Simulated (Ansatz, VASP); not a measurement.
## BeI: VASP beside Ansatz

INCAR

```
SYSTEM = BeI
  PREC = Accurate
  ENCUT = 520
  EDIFF = 1E-6
  ISMEAR = 0
  SIGMA = 0.1
  LREAL = .False.
  LASPH = .True.
  NELM = 80
  ALGO = Normal
  ISIF = 2
  LWAVE = .False.
  LCHARG = .False.
  GGA = PE
  NBANDS = 12
```

KPOINTS

```
regular mesh
0
Gamma
  6 6 6
  0 0 0
```

Contents of POSCAR:

```
BeI
1.0
    2.4440369700      1.4110654000      4.0267699600
   -2.4440369700      1.4110654000      4.0267699600
    0.0000000000     -2.8221308000      4.0267699600
Be I
1 1
Direct
    0.5000000000      0.5000000000      0.5000000000
    0.0000000000      0.0000000000      0.0000000000
```

Input for Ansatz:

```yaml
crystal:
  lattice:
    - [2.44403697, 1.4110654, 4.02676996]
    - [-2.44403697, 1.4110654, 4.02676996]
    - [0.0, -2.8221308, 4.02676996]
  atoms:
    - { symbol: Be, position: [0.5, 0.5, 0.5] }
    - { symbol: I, position: [0.0, 0.0, 0.0] }
basis:
  ecutwfc: 420
kpoints:
  mp_grid: { grid: [6, 6, 6] }
hamiltonian:
  xc: pbe
scf:
  occupations: { method: gaussian, width: 0.1 }
  lower_state_search: "off"
output:
  forces: true
  stress: true
  eigenvalues: true
```

Alike in both runs: task single point; functional PBE; k mesh 6 × 6 × 6; occupations gaussian, width 0.1 eV; no spin polarisation.

|  | VASP | Ansatz |
| --- | --- | --- |
| version | VASP 6.6.1 | Ansatz 0.2.0 |
| potentials or method | VASP PAW PBE potentials, release 64 (Be, I), cutoff 520 eV | scalar-relativistic, plane waves, PAW |
| valence electrons in the cell | 9 | 19 |

```tsv
	VASP	Ansatz	Ansatz less VASP
gap on the k mesh at the Fermi level (eV)	none	none	-
pressure (GPa)	-5.3	-5.3	0.00
traceless stress, the component that is largest in VASP (GPa)	-0.08	-0.08	0.000
```

A gap of «none» marks a metal or a gap that the smearing closes. VASP's potentials hold 9 valence electrons a cell and Ansatz's 19, so a difference there can come from the potentials and not from the codes.

Spin-orbit coupling is off throughout.
